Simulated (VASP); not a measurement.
Input of a VASP 6.6.1 run:

File INCAR:

```
PREC = Accurate
ENCUT = 520
EDIFF = 1E-6
ISMEAR = 0
SIGMA = 0.1
LREAL = False
LASPH = True
NELM = 150
ALGO = Normal
ISIF = 2
LWAVE = False
LCHARG = False
ISPIN = 2
MAGMOM = 1 0 1 1 1
LORBIT = 11
LMAXMIX = 4
GGA = PE
NBANDS = 40
```

KPOINTS

```
Automatic mesh
0
Gamma
  4 4 4
```

POSCAR

```
TiGePd3
1.0
    4.6845288580      0.0000000000      0.0000000000
    0.0000000000      4.6845288580      0.0000000000
    0.0000000000      0.0000000000      4.6845288580
Ti Ge Pd
1 1 3
Direct
    0.0000000000      0.0000000000      0.0000000000
    0.5000000000      0.5000000000      0.5000000000
    0.5000000000      0.0000000000      0.0000000000
    0.0000000000      0.5000000000      0.0000000000
    0.0000000000      0.0000000000      0.5000000000
```

Potentials or basis: VASP PAW PBE potentials, release 64 (Ti_sv, Ge_d, Pd).

The run is started by

```sh
$ cat potpaw_PBE.64/Ti_sv/POTCAR potpaw_PBE.64/Ge_d/POTCAR potpaw_PBE.64/Pd/POTCAR > POTCAR
$ mpirun -np 1 vasp_std > vasp.out
```

(1) Predict the pressure.

(2) Estimate the net moment.

Answers

(1) 0.5 GPa.

(2) 0.40 μB per cell.
